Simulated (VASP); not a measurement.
# Ru (Fd-3m) in VASP: single point with LDA

Aim: the single point of Ru with LDA.

Everything below comes from runs of VASP 6.6.1. Logs are shortened: lines on timing, memory, paths and dates and some standing lists are left out, and cuts for length are marked.

## 1. The cell of the first run

It takes space group Fd-3m (No. 227, cubic). The conventional cell has a = 5.209 Å, b = 5.209 Å, c = 5.209 Å, α = 90.00°, β = 90.00°, γ = 90.00°. Ru (site symmetry -43m) has 4 Ru at 2.26 Å within 3.0 Å.

This isn't the form of Ru at room conditions, which is hcp.

## 2. Single point, LDA (17.67 Å³/atom)

File INCAR:

```
SYSTEM = Ru
PREC     = Accurate       ! precision mode
ENCUT    = 560            ! plane-wave cutoff, eV
EDIFF    = 1E-6           ! SCF threshold, eV
ISMEAR   = -1             ! smearing method
SIGMA    = 0.1            ! smearing width, eV
LREAL    = .FALSE.        ! projectors in reciprocal space
LASPH    = .TRUE.         ! aspherical terms in the spheres
NELM     = 120            ! most SCF steps
ALGO     = Normal         ! electronic algorithm
ISIF     = 2              ! what is computed and relaxed
LWAVE    = .FALSE.        ! write WAVECAR
LCHARG   = .TRUE.         ! write CHGCAR
LELF     = .TRUE.         ! ELF
LVHAR    = .TRUE.       
NBANDS   = 23             ! bands
GGA_COMPAT= .FALSE.
```

File KPOINTS:

```
regular mesh
0
G
  11 11 11
  0 0 0
```

File POSCAR:

```
Ru
1.0
    0.0000000000      2.6046763945      2.6046763945
    2.6046763945      0.0000000000      2.6046763945
    2.6046763945      2.6046763945      0.0000000000
Ru
2
Direct
    0.1250000000      0.1250000000      0.1250000000
    0.8750000000      0.8750000000      0.8750000000
```

Potentials or basis: VASP PAW LDA potentials, release 64 (Ru_sv).

The run is started by

```
> cat potpaw_LDA.64/Ru_sv/POTCAR > POTCAR
> mpirun -np 1 vasp_std > vasp.out
```

OUTCAR:

```text
SYSTEM = Ru
   PREC = Accurate
   ENCUT = 560
   EDIFF = 1E-6
   ISMEAR = -1
   LREAL = .FALSE.
   LASPH = .TRUE.
   NELM = 120
   ISIF = 2

 ion  position               nearest neighbor table
   1  0.125  0.125  0.125-   2 2.26   2 2.26   2 2.26   2 2.26
   2  0.875  0.875  0.875-   1 2.26   1 2.26   1 2.26   1 2.26

  LATTYP: Found a face centered cubic cell.
 ALAT       =     5.2093527890

  Lattice vectors:

 A1 = (   0.0000000000,   2.6046763945,   2.6046763945)
 A2 = (   2.6046763945,   0.0000000000,   2.6046763945)
 A3 = (   2.6046763945,   2.6046763945,   0.0000000000)

Analysis of symmetry for initial positions (statically):
=====================================================================
 Subroutine PRICEL returns:
 Original cell was already a primitive cell.

 Routine SETGRP: Setting up the symmetry group for a
 face centered cubic supercell.

 Subroutine GETGRP returns: Found 48 space group operations
 (whereof 12 operations were pure point group operations)
 out of a pool of 48 trial point group operations.

The static configuration has the point symmetry D_3d.
 The point group associated with its full space group is O_h .

Analysis of symmetry for dynamics (positions and initial velocities):
=====================================================================
 Subroutine PRICEL returns:
 Original cell was already a primitive cell.

 Routine SETGRP: Setting up the symmetry group for a
 face centered cubic supercell.

 Subroutine GETGRP returns: Found 48 space group operations
 (whereof 12 operations were pure point group operations)
 out of a pool of 48 trial point group operations.

The dynamic configuration has the point symmetry D_3d.
 The point group associated with its full space group is O_h .

 Subroutine INISYM returns: Found 48 space group operations
 (whereof 12 operations are pure point group operations),
 and found     1 'primitive' translations

----------------------------------------------------------------------------------------

                                     Primitive cell

  volume of cell :      35.3420

  direct lattice vectors                    reciprocal lattice vectors
     0.000000000  2.604676395  2.604676395    -0.191962426  0.191962426  0.191962426
     2.604676395  0.000000000  2.604676395     0.191962426 -0.191962426  0.191962426
     2.604676395  2.604676395  0.000000000     0.191962426  0.191962426 -0.191962426

  length of vectors
     3.683568683  3.683568683  3.683568683     0.332488675  0.332488675  0.332488675

  position of ions in fractional coordinates (direct lattice)
     0.125000000  0.125000000  0.125000000
     0.875000000  0.875000000  0.875000000

  ion indices of the primitive-cell ions
   primitive index   ion index
                 1           1
                 2           2

----------------------------------------------------------------------------------------

 KPOINTS: regular mesh

Automatic generation of k-mesh.
 Grid dimensions read from file:
 generate k-points for:   11   11   11

 Generating k-lattice:

  Cartesian coordinates                     Fractional coordinates (reciprocal lattice)
    -0.017451130  0.017451130  0.017451130     0.090909091  0.000000000  0.000000000
     0.017451130 -0.017451130  0.017451130     0.000000000  0.090909091  0.000000000
     0.017451130  0.017451130 -0.017451130     0.000000000  0.000000000  0.090909091

  Length of vectors
     0.030226243  0.030226243  0.030226243

  Shift w.r.t. Gamma in fractional coordinates (k-lattice)
     0.000000000  0.000000000  0.000000000

 Subroutine IBZKPT returns following result:
 ===========================================

 Found     56 irreducible k-points:

 Following reciprocal coordinates:
            Coordinates               Weight
  0.000000  0.000000  0.000000      1.000000
  0.090909  0.000000  0.000000      8.000000
  0.181818  0.000000  0.000000      8.000000
  0.272727  0.000000  0.000000      8.000000
  0.363636  0.000000  0.000000      8.000000
  0.454545  0.000000  0.000000      8.000000
[... 16 lines left out ...]
 -0.272727  0.181818  0.000000     24.000000
 -0.181818  0.181818  0.000000     12.000000
 [... further k-points ...]
   k-points           NKPTS =     56   k-points in BZ     NKDIM =     56   number of bands    NBANDS=     23
   number of dos      NEDOS =    301   number of ions     NIONS =      2
   total plane-waves  NPLWV =  21952
   dimension x,y,z NGX =    28 NGY =   28 NGZ =   28
   dimension x,y,z NGXF=    56 NGYF=   56 NGZF=   56
   ions per type =               2
   NGX,Y,Z   is equivalent  to a cutoff of  12.64, 12.64, 12.64 a.u.
   NGXF,Y,Z  is equivalent  to a cutoff of  25.27, 25.27, 25.27 a.u.
 SYSTEM =  Ru
   PREC   = accura    normal or accurate (medium, high low for compatibility)
   ISTART =      0    job   : 0-new  1-cont  2-samecut
   ICHARG =      2    charge: 1-file 2-atom 10-const
   ISPIN  =      1    spin polarized calculation?
   LNONCOLLINEAR =      F non collinear calculations
   LSORBIT =      F    spin-orbit coupling
   LASPH  =      T    aspherical Exc in radial PAW
   ENCUT  =  560.0 eV  41.16 Ry    6.42 a.u.   7.11  7.11  7.11*2*pi/ulx,y,z
   NELM   =    120;   NELMIN=  2; NELMDL= -5     # of ELM steps
   EDIFF  = 0.1E-05   stopping-criterion for ELM
   LREAL  =      F    real-space projection
   EDIFFG = 0.1E-04   stopping-criterion for IOM
   NSW    =      0    number of steps for IOM
   IBRION =     -1    ionic relax: 0-MD 1-quasi-New 2-CG
   NFREE  =      0    steps in history (QN), initial steepest desc. (CG)
   ISIF   =      2    stress and relaxation
   ISYM   =      2    0-nonsym 1-usesym 2-fastsym
   POTIM  = 0.5000    time-step for ionic-motion
   TEBEG  =    0.0;   TEEND  =   0.0 temperature during run
   PSTRESS=    0.0 pullay stress
   NELECT =      32.0000    total number of electrons
   NUPDOWN=      -1.0000    fix difference up-down
   EMIN   =  10.00;   EMAX   =-10.00  energy-range for DOS
   EFERMI =   0.00;   METHOD = LEGACY
   ISMEAR =    -1;   SIGMA  =   0.10  broadening in eV -4-tet -1-fermi 0-gaus
   EFERMI_NEDOS =   21; number of points for ismear=-14 and -15
   IALGO  =     38    algorithm
   IMIX   =      4    mixing-type and parameters
     AMIX     =   0.40;   BMIX     =  1.00
     AMIX_MAG =   1.60;   BMIX_MAG =  1.00
  volume/ion in A,a.u.               =      17.67       119.25
  Fermi-wavevector in a.u.,A,eV,Ry     =   1.583778  2.992907 34.128223  2.508354
  Thomas-Fermi vector in A             =   2.683497
   LORBIT       =      0    0 simple, 1 ext, 2 COOP (PROOUT), +10 PAW based schemes
   GGA     = CA    functional components
   LHFCALC =     F    Hartree Fock is set to
   AEXX    =    0.0000 exact exchange contribution
   IVDW    =     0    specifies the selected vdW correction
   LEPSILON=     F    determine dielectric tensor
   LRPA    =     F    only Hartree local field effects (RPA)
 non-spin polarized calculation
  energy-cutoff  :      560.00
  volume of cell :       35.34
 maximum number of plane-waves:      1074
   NGX = 15   NGY = 15   NGZ = 15

 number of electron      31.9999999 magnetization

 Free energy of the ion-electron system (eV)
  ---------------------------------------------------
  ext. energy  EPLUGINS =         0.00000000
  ---------------------------------------------------
  free energy    TOTEN  =       -18.46054208 eV

  energy without entropy =      -18.40737006  energy(sigma->0) =      -18.43395607

 E-fermi :  10.4147     XC(G=0): -12.4940

 val. band max:       10.4132597397   @ k =   0.4545   0.2727   0.0909
 cond. band min:      10.4449621958   @ k =   0.3636   0.2727   0.0909
 fundamental gap:      0.0317024561
 Fermi energy:        10.4146763672

 k-point     1 :       0.0000    0.0000    0.0000
  band No.  band energies     occupation
      1     -62.4312      2.00000
      2     -61.6035      2.00000
      3     -32.9623      2.00000
      4     -32.9623      2.00000
      5     -32.9623      2.00000
      6     -31.6873      2.00000
[... 15 lines left out ...]
     22      23.9049      0.00000
     23      23.9049      0.00000

 k-point     2 :       0.0909    0.0000    0.0000
  band No.  band energies     occupation
      1     -62.4191      2.00000
      2     -61.6164      2.00000
      3     -32.9752      2.00000
      4     -32.9752      2.00000
      5     -32.9607      2.00000
      6     -31.6885      2.00000
[... 15 lines left out ...]
     22      23.9010      0.00000
     23      24.0873      0.00000

 k-point     3 :       0.1818    0.0000    0.0000
  band No.  band energies     occupation
      1     -62.3845      2.00000
      2     -61.6532      2.00000
      3     -33.0085      2.00000
      4     -33.0085      2.00000
      5     -32.9572      2.00000
      6     -31.6911      2.00000
[... 15 lines left out ...]
     22      23.7384      0.00000
     23      23.7384      0.00000

 k-point     4 :       0.2727    0.0000    0.0000
  band No.  band energies     occupation
      1     -62.3331      2.00000
      2     -61.7075      2.00000
      3     -33.0496      2.00000
      4     -33.0496      2.00000
      5     -32.9537      2.00000
      6     -31.6934      2.00000
[... 15 lines left out ...]
     22      23.1697      0.00000
     23      23.1697      0.00000

 k-point     5 :       0.3636    0.0000    0.0000
  band No.  band energies     occupation
      1     -62.2763      2.00000
      2     -61.7668      2.00000
      3     -33.0853      2.00000
      4     -33.0853      2.00000
      5     -32.9514      2.00000
      6     -31.6941      2.00000
[... 434 lines left out ...]
 k-point    22 :      -0.3636    0.1818    0.0000
  band No.  band energies     occupation
      1     -62.2055      2.00000
      2     -61.8401      2.00000
      3     -33.2275      2.00000
      4     -33.1262      2.00000
      5     -32.7632      2.00000
      6     -31.8767      2.00000
[... 15 lines left out ...]
     22      21.0002      0.00000
     23      22.0709      0.00000

 k-point    23 :      -0.2727    0.1818    0.0000
  band No.  band energies     occupation
      1     -62.2571      2.00000
      2     -61.7868      2.00000
      3     -33.1978      2.00000
      4     -33.0885      2.00000
      5     -32.8088      2.00000
      6     -31.8327      2.00000
[... 15 lines left out ...]
     22      22.0993      0.00000
     23      22.3230      0.00000

 k-point    24 :      -0.1818    0.1818    0.0000
  band No.  band energies     occupation
      1     -62.3135      2.00000
      2     -61.7280      2.00000
      3     -33.1424      2.00000
      4     -33.0477      2.00000
      5     -32.8659      2.00000
      6     -31.7787      2.00000
[... 15 lines left out ...]
     22      22.1930      0.00000
     23      23.8640      0.00000

 [... further k-points ...]

------------------------ aborting loop because EDIFF is reached ----------------------------------------

  FORCE on cell =-STRESS in cart. coord.  units (eV):
  Direction    XX          YY          ZZ          XY          YZ          ZX
  --------------------------------------------------------------------------------------
  -------------------------------------------------------------------------------------
  Total        4.3768368      4.3768368      4.3768368     -0.0000000      0.0000000      0.0000000
  in kB      198.4173363    198.4173363    198.4173363     -0.0000000      0.0000000      0.0000000
  external PRESSURE =     198.4173363 kB  Pullay stress =       0.0000000 kB

 VOLUME and BASIS-vectors are now :
 -----------------------------------------------------------------------------
  energy-cutoff  :      560.00
  volume of cell :       35.34
      direct lattice vectors                 reciprocal lattice vectors
     0.000000000  2.604676395  2.604676395    -0.191962426  0.191962426  0.191962426
     2.604676395  0.000000000  2.604676395     0.191962426 -0.191962426  0.191962426
     2.604676395  2.604676395  0.000000000     0.191962426  0.191962426 -0.191962426

 POSITION                                       TOTAL-FORCE (eV/Angst)
 -----------------------------------------------------------------------------------
      0.65117      0.65117      0.65117        -0.000000      0.000000      0.000000
      4.55818      4.55818      4.55818         0.000000     -0.000000     -0.000000
 -----------------------------------------------------------------------------------
    total drift:                                0.000000     -0.000000     -0.000000

  FREE ENERGIE OF THE ION-ELECTRON SYSTEM (eV)
  ---------------------------------------------------
  free  energy   TOTEN  =       -18.4605420815 eV

  energy  without entropy=      -18.4073700559  energy(sigma->0) =      -18.43395607
```

It took 37 s on 1 thread of AMD EPYC 7R13 (Zen 3), shared host; peak memory 0.13 GiB.

What came out:

- Free energy: -18.4605 eV
- Pressure: 19.8 GPa
- Band gap on the k mesh: zero (bands 16 and 17 overlap by 0.97 eV)

Caveat: the cell stands under pressure.

The gap in the log of VASP goes by the Fermi energy; the results here count the filled bands.